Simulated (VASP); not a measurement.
Wanted: the native input for a VASP 6.6.1 run.

* Task: single point
* Functional: PBE
* Potentials or basis: VASP PAW PBE potentials, release 64 (Mg, Cd, Se, O)
* Cutoff: 520 eV
* k mesh: 3 × 3 × 2
* Occupations: gaussian, width 0.15 eV
* Spin: no spin polarisation
* Dipole correction: no
* Further INCAR settings: ALGO = Normal; EDIFF = 1e-06; NBANDS = 31

The structure of Mg3CdSe2O2 lies in POSCAR:

```
Mg3CdSe2O2
1.0
    4.1379002480      0.0000000000      0.0000000000
    0.0000000000      4.1379002480      0.0000000000
    0.0000000000      0.0000000000      9.7856522483
Mg Cd Se O
3 1 2 2
Direct
    0.5000000000      0.0000000000     -0.0055024615
    0.0000000000      0.5000000000      1.0055024615
    0.5000000000      0.5000000000      0.5000000000
    0.0000000000      0.0000000000      0.5000000000
    0.5000000000      0.0000000000      0.6673788953
    0.0000000000      0.5000000000      0.3326211047
    0.0000000000      0.0000000000      0.0000000000
    0.5000000000      0.5000000000      0.0000000000
```

One way to write it, as run:

INCAR

```
SYSTEM = Mg3CdSe2O2
PREC = Accurate
ENCUT = 520
EDIFF = 1E-6
ISMEAR = 0
SIGMA = 0.15
LREAL = .False.
LASPH = .True.
NELM = 100
ALGO = Normal
ISIF = 2
LWAVE = .False.
LCHARG = .False.
GGA = PE
NBANDS = 31
```

KPOINTS

```
regular mesh
0
Gamma
  3 3 2
  0 0 0
```

Potentials or basis: VASP PAW PBE potentials, release 64 (Mg, Cd, Se, O).

Command:

```console
$ cat potpaw_PBE.64/Mg/POTCAR potpaw_PBE.64/Cd/POTCAR potpaw_PBE.64/Se/POTCAR potpaw_PBE.64/O/POTCAR > POTCAR
$ mpirun -np 1 vasp_std > vasp.out
```

It gave:

The pressure is 0.6 GPa. The largest force is 0.021 eV/Å and the band gap on the k mesh is 0.99 eV, direct.

Caveat: the k points lie up to 0.51 Å⁻¹ apart.

Wall time 25 s on 1 thread of Intel(R) Xeon(R) 6975P-C (Granite Rapids), on a shared host, peak memory 0.27 GiB.
